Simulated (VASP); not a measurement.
Ti3Zn, 4 atoms in the cell. The structure is trigonal, space group R-3m (No. 166). Conventional cell: a = 5.578 Å, b = 5.578 Å, c = 6.476 Å, α = 90.00°, β = 90.00°, γ = 120.00°. Within 3.6 Å of Ti (site symmetry 2/m) lie 8 Ti at 2.69 to 2.79 Å and 4 Zn at 2.69 to 2.79 Å. Within 3.6 Å of Zn (site symmetry -3m) lie 12 Ti at 2.69 to 2.79 Å. 

```yaml
Program: VASP 6.6.1
Task: single point
Functional: LDA
Potentials_or_basis: VASP PAW LDA potentials, release 64 (Ti_sv, Zn)
Cutoff: 520 eV
k_mesh: 12 × 12 × 12
Occupations: gaussian, width 0.15 eV
Spin: no spin polarisation
Dipole_correction: no
Further_INCAR_settings: ALGO = Fast; EDIFF = 1e-06; NBANDS = 32
```

Potentials or basis: VASP PAW LDA potentials, release 64 (Ti_sv, Zn).

Run with:

```bash
$ cat potpaw_LDA.64/Ti_sv/POTCAR potpaw_LDA.64/Zn/POTCAR > POTCAR
$ mpirun -np 1 vasp_std > vasp.out
```

Hardware: 1 thread of Intel(R) Xeon(R) 6975P-C (Granite Rapids) (shared host).

Estimate the wall time of this run.

Run time: 7 min on 1 thread of Intel(R) Xeon(R) 6975P-C (Granite Rapids), with other jobs on the host, peak memory 0.38 GiB. Counts: scf iterations 35, k points 189.
